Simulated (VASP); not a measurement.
# SrO (I4/mmm) in VASP: a series of runs, part 2 of 2

VASP 6.6.1. The steps go on from the part before.

## Step 3: Single point, r2SCAN

This run uses another cell than the first one, of the same volume but with other edges.

Contents of POSCAR:

```
SrO
1.0
    0.0000000000      2.9666173972      1.9283013082
    2.9666173972      0.0000000000      1.9283013082
    2.9666173972      2.9666173972      0.0000000000
Sr O
1 1
Direct
    0.0000000000      0.0000000000      0.0000000000
    0.5000000000      0.5000000000      0.5000000000
```

Contents of INCAR.step1:

```
SYSTEM = SrO
PREC = Accurate
ENCUT = 520
ISMEAR = 0
SIGMA = 0.05
LREAL = .False.
LASPH = .True.
NELM = 80
NBANDS = 15
GGA = PE
ALGO = Normal
EDIFF = 1E-4
LWAVE = .True.
LCHARG = .False.
```

Contents of INCAR.step2:

```
SYSTEM = SrO
PREC = Accurate
ENCUT = 520
EDIFF = 1E-7
ISMEAR = 0
SIGMA = 0.05
LREAL = .False.
LASPH = .True.
NELM = 80
ALGO = Normal
ISIF = 2
LWAVE = .False.
LCHARG = .True.
METAGGA = R2SCAN
LMIXTAU = .True.
LELF = .True.
LVHAR = .True.
NBANDS = 15
ISTART = 1
```

Contents of KPOINTS:

```
Automatic mesh
0
Gamma
  8 8 8
  0 0 0
```

Potentials or basis: VASP PAW PBE potentials, release 64 (Sr_sv, O).

Launch:

```
cat potpaw_PBE.64/Sr_sv/POTCAR potpaw_PBE.64/O/POTCAR > POTCAR
cp INCAR.step1 INCAR
mpirun -np 1 vasp_std > vasp.out
cp INCAR.step2 INCAR
mpirun -np 1 vasp_std > vasp.out
```

OUTCAR:

```text
SYSTEM = SrO
   PREC = Accurate
   ENCUT = 520
   EDIFF = 1E-7
   ISMEAR = 0
   LREAL = .False.
   LASPH = .True.
   NELM = 80
   ISIF = 2
   METAGGA = R2SCAN
   ISTART = 1

 ion  position               nearest neighbor table
   1  0.000  0.000  0.000-   2 1.93   2 1.93   2 2.97   2 2.97   2 2.97   2 2.97
   2  0.500  0.500  0.500-   1 1.93   1 1.93   1 2.97   1 2.97   1 2.97   1 2.97

  LATTYP: Found a body centered tetragonal cell.
 ALAT       =     4.1954305575
 C/A-ratio  =     0.9192388156

  Lattice vectors:

 A1 = (   0.0000000000,  -2.9666173972,  -1.9283013082)
 A2 = (   0.0000000000,   2.9666173972,  -1.9283013082)
 A3 = (   2.9666173972,   0.0000000000,   1.9283013082)

Analysis of symmetry for initial positions (statically):
=====================================================================
 Subroutine PRICEL returns:
 Original cell was already a primitive cell.

 Routine SETGRP: Setting up the symmetry group for a
 body centered tetragonal supercell.

 Subroutine GETGRP returns: Found 16 space group operations
 (whereof 16 operations were pure point group operations)
 out of a pool of 16 trial point group operations.

The static configuration has the point symmetry D_4h.

Analysis of symmetry for dynamics (positions and initial velocities):
=====================================================================
 Subroutine PRICEL returns:
 Original cell was already a primitive cell.

 Routine SETGRP: Setting up the symmetry group for a
 body centered tetragonal supercell.

 Subroutine GETGRP returns: Found 16 space group operations
 (whereof 16 operations were pure point group operations)
 out of a pool of 16 trial point group operations.

The dynamic configuration has the point symmetry D_4h.

 Subroutine INISYM returns: Found 16 space group operations
 (whereof 16 operations are pure point group operations),
 and found     1 'primitive' translations

----------------------------------------------------------------------------------------

                                     Primitive cell

  volume of cell :      33.9413

  direct lattice vectors                    reciprocal lattice vectors
     0.000000000  2.966617397  1.928301308    -0.168542125  0.168542125  0.259295577
     2.966617397  0.000000000  1.928301308     0.168542125 -0.168542125  0.259295577
     2.966617397  2.966617397  0.000000000     0.168542125  0.168542125 -0.259295577

  length of vectors
     3.538243168  3.538243168  4.195430557     0.352203197  0.352203197  0.352203197

  position of ions in fractional coordinates (direct lattice)
     0.000000000  0.000000000  0.000000000
     0.500000000  0.500000000  0.500000000

  ion indices of the primitive-cell ions
   primitive index   ion index
                 1           1
                 2           2

----------------------------------------------------------------------------------------

 KPOINTS: Automatic mesh

Automatic generation of k-mesh.
 Grid dimensions read from file:
 generate k-points for:    8    8    8

 Generating k-lattice:

[... 42 lines left out ...]
 [... further k-points ...]
   k-points           NKPTS =     59   k-points in BZ     NKDIM =     59   number of bands    NBANDS=     15
   number of dos      NEDOS =    301   number of ions     NIONS =      2
   total plane-waves  NPLWV =  25088
   dimension x,y,z NGX =    28 NGY =   28 NGZ =   32
   dimension x,y,z NGXF=    56 NGYF=   56 NGZF=   64
   ions per type =               1   1
   NGX,Y,Z   is equivalent  to a cutoff of  13.16, 13.16, 12.68 a.u.
   NGXF,Y,Z  is equivalent  to a cutoff of  26.31, 26.31, 25.36 a.u.
 SYSTEM =  SrO
   PREC   = accura    normal or accurate (medium, high low for compatibility)
   ISTART =      1    job   : 0-new  1-cont  2-samecut
   ICHARG =      0    charge: 1-file 2-atom 10-const
   ISPIN  =      1    spin polarized calculation?
   LNONCOLLINEAR =      F non collinear calculations
   LSORBIT =      F    spin-orbit coupling
   LASPH  =      T    aspherical Exc in radial PAW
   ENCUT  =  520.0 eV  38.22 Ry    6.18 a.u.   6.58  6.58  7.80*2*pi/ulx,y,z
   NELM   =     80;   NELMIN=  2; NELMDL=  0     # of ELM steps
   EDIFF  = 0.1E-06   stopping-criterion for ELM
   LREAL  =      F    real-space projection
   EDIFFG = 0.1E-05   stopping-criterion for IOM
   NSW    =      0    number of steps for IOM
   IBRION =     -1    ionic relax: 0-MD 1-quasi-New 2-CG
   NFREE  =      0    steps in history (QN), initial steepest desc. (CG)
   ISIF   =      2    stress and relaxation
   ISYM   =      2    0-nonsym 1-usesym 2-fastsym
   POTIM  = 0.5000    time-step for ionic-motion
   TEBEG  =    0.0;   TEEND  =   0.0 temperature during run
   PSTRESS=    0.0 pullay stress
   NELECT =      16.0000    total number of electrons
   NUPDOWN=      -1.0000    fix difference up-down
   EMIN   =  10.00;   EMAX   =-10.00  energy-range for DOS
   EFERMI =   0.00;   METHOD = LEGACY
   ISMEAR =     0;   SIGMA  =   0.05  broadening in eV -4-tet -1-fermi 0-gaus
   EFERMI_NEDOS =   21; number of points for ismear=-14 and -15
   IALGO  =     38    algorithm
   IMIX   =      4    mixing-type and parameters
     AMIX     =   0.40;   BMIX     =  1.00
     AMIX_MAG =   1.60;   BMIX_MAG =  1.00
  volume/ion in A,a.u.               =      16.97       114.52
  Fermi-wavevector in a.u.,A,eV,Ry     =   1.274106  2.407711 22.086959  1.623346
  Thomas-Fermi vector in A             =   2.406892
   LORBIT       =      0    0 simple, 1 ext, 2 COOP (PROOUT), +10 PAW based schemes
   METAGGA = R2SCAN    functional components
   LHFCALC =     F    Hartree Fock is set to
   AEXX    =    0.0000 exact exchange contribution
   IVDW    =     0    specifies the selected vdW correction
   LEPSILON=     F    determine dielectric tensor
   LRPA    =     F    only Hartree local field effects (RPA)
 non-spin polarized calculation
 Gauss-broadening in eV      SIGMA  =   0.05
  energy-cutoff  :      520.00
  volume of cell :       33.94
 maximum number of plane-waves:       926
 NGX is ok and might be reduce to    28

 number of electron      16.0000002 magnetization

 Free energy of the ion-electron system (eV)
  ---------------------------------------------------
  ext. energy  EPLUGINS =         0.00000000
  ---------------------------------------------------
  free energy    TOTEN  =       -22.95828623 eV

  energy without entropy =      -22.95565738  energy(sigma->0) =      -22.95697180

 E-fermi :   4.9053     XC(G=0): -10.3304

 val. band max:        4.9027747654   @ k =  -0.1250   0.3750   0.2500
 cond. band min:       4.9079979010   @ k =   0.5000   0.0000   0.5000
 fundamental gap:      0.0052231356
 Fermi energy:         4.9052922271

 k-point     1 :       0.0000    0.0000    0.0000
  band No.  band energies     occupation
      1     -31.4884      2.00000
      2     -15.1848      2.00000
      3     -13.7348      2.00000
      4     -12.5239      2.00000
      5     -12.5239      2.00000
      6       0.5697      2.00000
      7       0.5697      2.00000
      8       3.6339      2.00000
      9       4.8374      1.94511
     10       7.8746      0.00000
     11       8.5886      0.00000
     12       8.5886      0.00000
     13      11.0627      0.00000
     14      16.4973      0.00000
[... 401 lines left out ...]
      2     -17.4067      2.00000
      3     -12.9536      2.00000
      4     -12.6750      2.00000
      5     -10.6567      2.00000
      6      -0.6365      2.00000
      7      -0.2787      2.00000
      8       2.1327      2.00000
      9       6.8573      0.00000
     10       9.2548      0.00000
     11       9.9056      0.00000
     12      11.1070      0.00000
     13      11.7503      0.00000
     14      15.2162      0.00000
     15      18.3383      0.00000

 [... further k-points ...]

------------------------ aborting loop because EDIFF is reached ----------------------------------------

  FORCE on cell =-STRESS in cart. coord.  units (eV):
  Direction    XX          YY          ZZ          XY          YZ          ZX
  --------------------------------------------------------------------------------------
  -------------------------------------------------------------------------------------
  Total       -0.5334593     -0.5334593     36.5658300      0.0000000      0.0000000      0.0000000
  in kB      -25.1816358    -25.1816358   1726.0685853      0.0000000      0.0000000      0.0000000
  external PRESSURE =     558.5684379 kB  Pullay stress =       0.0000000 kB

 VOLUME and BASIS-vectors are now :
 -----------------------------------------------------------------------------
  energy-cutoff  :      520.00
  volume of cell :       33.94
      direct lattice vectors                 reciprocal lattice vectors
     0.000000000  2.966617397  1.928301308    -0.168542125  0.168542125  0.259295577
     2.966617397  0.000000000  1.928301308     0.168542125 -0.168542125  0.259295577
     2.966617397  2.966617397  0.000000000     0.168542125  0.168542125 -0.259295577

 POSITION                                       TOTAL-FORCE (eV/Angst)
 -----------------------------------------------------------------------------------
      0.00000      0.00000      0.00000         0.000000     -0.000000     -0.000000
      2.96662      2.96662      1.92830        -0.000000      0.000000      0.000000
 -----------------------------------------------------------------------------------
    total drift:                                0.000000      0.000000      0.000000

  FREE ENERGIE OF THE ION-ELECTRON SYSTEM (eV)
  ---------------------------------------------------
  free  energy   TOTEN  =       -22.9582862307 eV

  energy  without entropy=      -22.9556573751  energy(sigma->0) =      -22.95697180
```

Wall time 67 s (1 thread of Intel Xeon 6975P-C (Granite Rapids), shared host); peak memory 0.19 GiB.

What came out:

* Free energy: -22.9583 eV
* Pressure: 55.9 GPa
* Band gap on the k mesh: zero (band 8 reaches 4.95 eV, above the bottom of band 9 at 4.28 eV)

Stress tensor (GPa, compression positive):
```
 -2.52   0.00   0.00
  0.00  -2.52   0.00
  0.00   0.00 172.61
```

Caveat: the PAW data sets were made with another functional, which shifts forces and pressure a little.

## Step 4: Single point, r2SCAN

This run uses another cell than the first one, of the same volume but with other edges.

Contents of POSCAR:

```
SrO
1.0
    0.0000000000      2.2449270783      3.3673906174
    2.2449270783      0.0000000000      3.3673906174
    2.2449270783      2.2449270783      0.0000000000
Sr O
1 1
Direct
    0.0000000000      0.0000000000      0.0000000000
    0.5000000000      0.5000000000      0.5000000000
```

Contents of INCAR.step1:

```
SYSTEM = SrO
PREC     = Accurate       ! precision mode
ENCUT    = 520            ! plane-wave cutoff, eV
ISMEAR   = 0              ! smearing method
SIGMA    = 0.05           ! smearing width, eV
LREAL    = .FALSE.        ! projectors in reciprocal space
LASPH    = .TRUE.         ! aspherical terms in the spheres
NELM     = 60             ! most SCF steps
NBANDS   = 15             ! bands
GGA      = PE             ! functional
ALGO     = Normal         ! electronic algorithm
EDIFF    = 1E-4           ! SCF threshold, eV
LWAVE    = .TRUE.         ! write WAVECAR
LCHARG   = .FALSE.        ! write CHGCAR
```

Contents of INCAR.step2:

```
SYSTEM = SrO
PREC     = Accurate       ! precision mode
ENCUT    = 520            ! plane-wave cutoff, eV
EDIFF    = 1E-6           ! SCF threshold, eV
ISMEAR   = 0              ! smearing method
SIGMA    = 0.05           ! smearing width, eV
LREAL    = .FALSE.        ! projectors in reciprocal space
LASPH    = .TRUE.         ! aspherical terms in the spheres
NELM     = 60             ! most SCF steps
ALGO     = Normal         ! electronic algorithm
ISIF     = 2              ! what is computed and relaxed
LWAVE    = .FALSE.        ! write WAVECAR
LCHARG   = .TRUE.         ! write CHGCAR
METAGGA  = R2SCAN         ! meta-GGA
LMIXTAU  = .TRUE.       
LELF     = .TRUE.         ! ELF
LVHAR    = .TRUE.       
NBANDS   = 15             ! bands
ISTART   = 1
```

Contents of KPOINTS:

```
regular mesh
0
G
  8 8 8
  0 0 0
```

Potentials or basis: VASP PAW PBE potentials, release 64 (Sr_sv, O).

Launch:

```
cat potpaw_PBE.64/Sr_sv/POTCAR potpaw_PBE.64/O/POTCAR > POTCAR
cp INCAR.step1 INCAR
mpirun -np 1 vasp_std > vasp.out
cp INCAR.step2 INCAR
mpirun -np 1 vasp_std > vasp.out
```

OUTCAR:

```text
SYSTEM = SrO
   PREC = Accurate
   ENCUT = 520
   EDIFF = 1E-6
   ISMEAR = 0
   LREAL = .FALSE.
   LASPH = .TRUE.
   NELM = 60
   ISIF = 2
   METAGGA = R2SCAN
   ISTART = 1

 ion  position               nearest neighbor table
   1  0.000  0.000  0.000-   2 2.24   2 2.24   2 2.24   2 2.24   2 3.37   2 3.37
   2  0.500  0.500  0.500-   1 2.24   1 2.24   1 2.24   1 2.24   1 3.37   1 3.37

  LATTYP: Found a body centered tetragonal cell.
 ALAT       =     3.1748063207
 C/A-ratio  =     2.1213203435

  Lattice vectors:

[... 620 lines left out ...]

  FORCE on cell =-STRESS in cart. coord.  units (eV):
  Direction    XX          YY          ZZ          XY          YZ          ZX
  --------------------------------------------------------------------------------------
  -------------------------------------------------------------------------------------
  Total       11.3930438     11.3930438     -1.3826962      0.0000000     -0.0000000      0.0000000
  in kB      537.8019591    537.8019591    -65.2693625      0.0000000     -0.0000000      0.0000000
  external PRESSURE =     336.7781852 kB  Pullay stress =       0.0000000 kB

 VOLUME and BASIS-vectors are now :
 -----------------------------------------------------------------------------
  energy-cutoff  :      520.00
  volume of cell :       33.94
      direct lattice vectors                 reciprocal lattice vectors
     0.000000000  2.244927078  3.367390617    -0.222724384  0.222724384  0.148482922
     2.244927078  0.000000000  3.367390617     0.222724384 -0.222724384  0.148482922
     2.244927078  2.244927078  0.000000000     0.222724384  0.222724384 -0.148482922

 POSITION                                       TOTAL-FORCE (eV/Angst)
 -----------------------------------------------------------------------------------
      0.00000      0.00000      0.00000        -0.000000      0.000000      0.000000
      2.24493      2.24493      3.36739         0.000000      0.000000     -0.000000
 -----------------------------------------------------------------------------------
    total drift:                                0.000000      0.000000      0.000000

  FREE ENERGIE OF THE ION-ELECTRON SYSTEM (eV)
  ---------------------------------------------------
  free  energy   TOTEN  =       -25.4657356199 eV

  energy  without entropy=      -25.4657356199  energy(sigma->0) =      -25.46573562
```

OUTCAR.step1:

```text
SYSTEM = SrO
   PREC = Accurate
   ENCUT = 520
   ISMEAR = 0
   LREAL = .FALSE.
   LASPH = .TRUE.
[... 654 lines left out ...]
      0.00000      0.00000      0.00000        -0.000000      0.000000     -0.000000
      2.24493      2.24493      3.36739         0.000000      0.000000      0.000000
 -----------------------------------------------------------------------------------
    total drift:                                0.000000      0.000000      0.000000

  FREE ENERGIE OF THE ION-ELECTRON SYSTEM (eV)
  ---------------------------------------------------
  free  energy   TOTEN  =       -10.5120539261 eV

  energy  without entropy=      -10.5120539261  energy(sigma->0) =      -10.51205393
```

It took 72 s on 1 thread of Intel Xeon 6975P-C (Granite Rapids), shared host; peak memory 0.19 GiB.

What came out:

```yaml
Free_energy: -25.4657 eV
Pressure: 33.7 GPa
Band_gap_on_the_k_mesh: 1.30 eV, indirect (least direct gap 1.73 eV)
```

Stress tensor (GPa, compression positive):
```
53.78  0.00  0.00
 0.00 53.78  0.00
 0.00  0.00 -6.53
```

Caveat: the PAW data sets were made with another functional, which shifts forces and pressure a little.

## Step 5: Single point, r2SCAN

This run uses another cell than the first one, of the same volume but with other edges.

Contents of POSCAR:

```
SrO
1.0
    0.0000000000      2.6050071147      2.5008068301
    2.6050071147      0.0000000000      2.5008068301
    2.6050071147      2.6050071147      0.0000000000
Sr O
1 1
Direct
    0.0000000000      0.0000000000      0.0000000000
    0.5000000000      0.5000000000      0.5000000000
```

Contents of INCAR.step1:

```
SYSTEM = SrO
PREC = Accurate ; ENCUT = 520
ISMEAR = 0 ; SIGMA = 0.05
LREAL = .False. ; LASPH = .True.
NELM = 60 ; NBANDS = 15
GGA = PE ; ALGO = Normal
EDIFF = 1E-4 ; LWAVE = .True.
LCHARG = .False.
```

Contents of INCAR.step2:

```
SYSTEM = SrO
PREC = Accurate ; ENCUT = 520
EDIFF = 1E-6 ; ISMEAR = 0
SIGMA = 0.05 ; LREAL = .False.
LASPH = .True. ; NELM = 60
ALGO = Normal ; ISIF = 2
LWAVE = .False. ; LCHARG = .False.
METAGGA = R2SCAN ; LMIXTAU = .True.
NBANDS = 15 ; ISTART = 1
```

Contents of KPOINTS:

```
regular mesh
0
Gamma
  8 8 8
  0 0 0
```

Potentials or basis: VASP PAW PBE potentials, release 64 (Sr_sv, O).

Launch:

```
cat potpaw_PBE.64/Sr_sv/POTCAR potpaw_PBE.64/O/POTCAR > POTCAR
cp INCAR.step1 INCAR
mpirun -np 1 vasp_std > vasp.out
cp INCAR.step2 INCAR
mpirun -np 1 vasp_std > vasp.out
```

OUTCAR:

```text
SYSTEM = SrO
   PREC = Accurate
   ENCUT = 520
   EDIFF = 1E-6
   ISMEAR = 0
   LREAL = .False.
   LASPH = .True.
   NELM = 60
   ISIF = 2
   METAGGA = R2SCAN
   ISTART = 1

 ion  position               nearest neighbor table
   1  0.000  0.000  0.000-   2 2.50   2 2.50   2 2.61   2 2.61   2 2.61   2 2.61
   2  0.500  0.500  0.500-   1 2.50   1 2.50   1 2.61   1 2.61   1 2.61   1 2.61

  LATTYP: Found a body centered tetragonal cell.
 ALAT       =     3.6840363917
 C/A-ratio  =     1.3576450199

  Lattice vectors:

[... 620 lines left out ...]

  FORCE on cell =-STRESS in cart. coord.  units (eV):
  Direction    XX          YY          ZZ          XY          YZ          ZX
  --------------------------------------------------------------------------------------
  -------------------------------------------------------------------------------------
  Total       -0.0294100     -0.0294100      1.3784777      0.0000000      0.0000000      0.0000000
  in kB       -1.3882803     -1.3882803     65.0702304      0.0000000      0.0000000      0.0000000
  external PRESSURE =      20.7645566 kB  Pullay stress =       0.0000000 kB

 VOLUME and BASIS-vectors are now :
 -----------------------------------------------------------------------------
  energy-cutoff  :      520.00
  volume of cell :       33.94
      direct lattice vectors                 reciprocal lattice vectors
     0.000000000  2.605007115  2.500806830    -0.191938055  0.191938055  0.199935474
     2.605007115  0.000000000  2.500806830     0.191938055 -0.191938055  0.199935474
     2.605007115  2.605007115  0.000000000     0.191938055  0.191938055 -0.199935474

 POSITION                                       TOTAL-FORCE (eV/Angst)
 -----------------------------------------------------------------------------------
      0.00000      0.00000      0.00000         0.000000     -0.000000      0.000000
      2.60501      2.60501      2.50081        -0.000000      0.000000     -0.000000
 -----------------------------------------------------------------------------------
    total drift:                                0.000000      0.000000      0.000000

  FREE ENERGIE OF THE ION-ELECTRON SYSTEM (eV)
  ---------------------------------------------------
  free  energy   TOTEN  =       -27.0339579393 eV

  energy  without entropy=      -27.0339579392  energy(sigma->0) =      -27.03395794
```

Run time: 83 s. Hardware: 1 thread of Intel Xeon 6975P-C (Granite Rapids), shared host; peak memory 0.18 GiB.

Results:

```
Free energy            : -27.0340 eV
Pressure               : 2.1 GPa
Band gap on the k mesh : 3.53 eV, indirect (least direct gap 3.76 eV)
```

Caveat: the PAW data sets were made with another functional, which shifts forces and pressure a little. A k mesh can miss the band edges.

## Step 6: Overview

```csv
cell,gap on the mesh (eV),pressure (GPa)
"a = 3.701, b = 3.701, c = 3.521 Å, angles 61.6, 61.6, 56.8°, 2 atoms",3.57,3.6
"a = 3.538, b = 3.538, c = 4.195 Å, angles 53.6, 53.6, 72.7°, 2 atoms",none,55.9
"a = 4.047, b = 4.047, c = 3.175 Å, angles 66.9, 66.9, 46.2°, 2 atoms",1.30,33.7
"a = 3.611, b = 3.611, c = 3.684 Å, angles 59.3, 59.3, 61.3°, 2 atoms",3.53,2.1
```

Alike in all rows: task single point; level r2SCAN; potentials or basis VASP PAW PBE potentials, release 64 (Sr_sv, O); no spin polarisation; k mesh 8 × 8 × 8; cutoff (eV) 520; smearing gaussian 0.05 eV.

Caveats: the PAW data sets were made with another functional, which shifts forces and pressure a little.

Absolute energies hang on the potentials; compare differences alone.
